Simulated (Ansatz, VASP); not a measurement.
## Pt: VASP beside Ansatz

File INCAR:

```
ALGO = Normal
EDIFF = 1E-6
ENCUT = 520
GGA = PE
ISIF = 2
ISMEAR = -1
ISPIN = 2
LASPH = T
LCHARG = F
LMAXMIX = 4
LORBIT = 11
LREAL = F
LWAVE = F
MAGMOM = 1 1 1
NBANDS = 26
NELM = 150
PREC = Accurate
SIGMA = 0.05
```

Contents of KPOINTS:

```
k-points
0
Gamma
  11 11 15
```

The input POSCAR:

```
Pt
1.0
    4.5356557426      0.0000000000      0.0000000000
   -2.2678278713      3.9279930959      0.0000000000
    0.0000000000      0.0000000000      2.6987837359
Pt
3
Direct
    1.0000000000      0.0000000000      1.0000000000
    0.3333333333      0.6666666667      0.5000000000
    0.6666666667      0.3333333333      0.5000000000
```

Input for Ansatz:

```yaml
crystal:
  lattice:
    - [4.5356557426, 0.0, 0.0]
    - [-2.2678278713, 3.9279930959, 0.0]
    - [0.0, 0.0, 2.6987837359]
  atoms:
    - { symbol: Pt, position: [1.0, 0.0, 1.0], spin: 1.0 }
    - { symbol: Pt, position: [0.3333333333, 0.6666666667, 0.5], spin: 1.0 }
    - { symbol: Pt, position: [0.6666666667, 0.3333333333, 0.5], spin: 1.0 }
hamiltonian:
  xc: pbe
  pseudopotentials:
    kind: paw
    azcp:
      Pt: "pseudopotentials/Pt.paw.azcp"
basis:
  ecutwfc: 420
  fft_grid_basis: typed
kpoints:
  mp_grid: { grid: [11, 11, 15], shift: [0, 0, 0] }
magnetization:
  spin_polarized: true
scf:
  occupations: { method: fermi_dirac, width: 0.05 }
```

Alike in both runs: task single point; functional PBE; k mesh 11 × 11 × 15; occupations fermi-dirac, width 0.05 eV; collinear spin.

|  | VASP | Ansatz |
| --- | --- | --- |
| version | VASP 6.6.1 | Ansatz 0.2.0 |
| potentials or method | VASP PAW PBE potentials, release 64 (Pt), cutoff 520 eV | plane waves (420 eV) with PAW, scalar-relativistic |
| valence electrons in the cell | 30 | 54 |

```csv
,VASP,Ansatz,Ansatz less VASP
net moment per atom (μB),0.00,0.00,-0.001
```

With one functional, cell and mesh, what is left measures potentials, basis and numerics. VASP's potentials hold 30 valence electrons a cell and Ansatz's 54, so a difference there can come from the potentials and not from the codes. Ansatz's warnings: seeded moment not kept.

Spin-orbit coupling is off throughout.
